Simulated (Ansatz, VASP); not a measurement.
NaH: VASP beside Ansatz

```
Na H
1.0
     0.00000    2.39751    2.39751
     2.39751    0.00000    2.39751
     2.39751    2.39751    0.00000
Na H
1 1
Direct
  0.00000 0.00000 0.00000
  0.50000 0.50000 0.50000
```

Alike in both runs: task single point; functional PBE; k mesh 6 × 6 × 6; no spin polarisation.

|  | VASP | Ansatz |
| --- | --- | --- |
| version | VASP 6.6.1 | Ansatz 0.2.0 |
| potentials or method | VASP PAW PBE potentials, release 64 (Na_pv, H) | plane waves |
| plane-wave cutoff (eV) | 520 | 420 |
| occupations | methfessel-paxton of order 1, width 0.2 eV | cold, width 0.2 eV |
| valence electrons in the cell | 8 | 10 |

|  | VASP | Ansatz | Ansatz less VASP |
| --- | --- | --- | --- |
| gap on the k mesh at the Fermi level (eV) | 3.85 | 3.85 | +0.001 |
| pressure (GPa) | 0.5 | 0.6 | +0.03 |

VASP's potentials hold 8 valence electrons a cell and Ansatz's 10, so a difference there can come from the potentials and not from the codes.
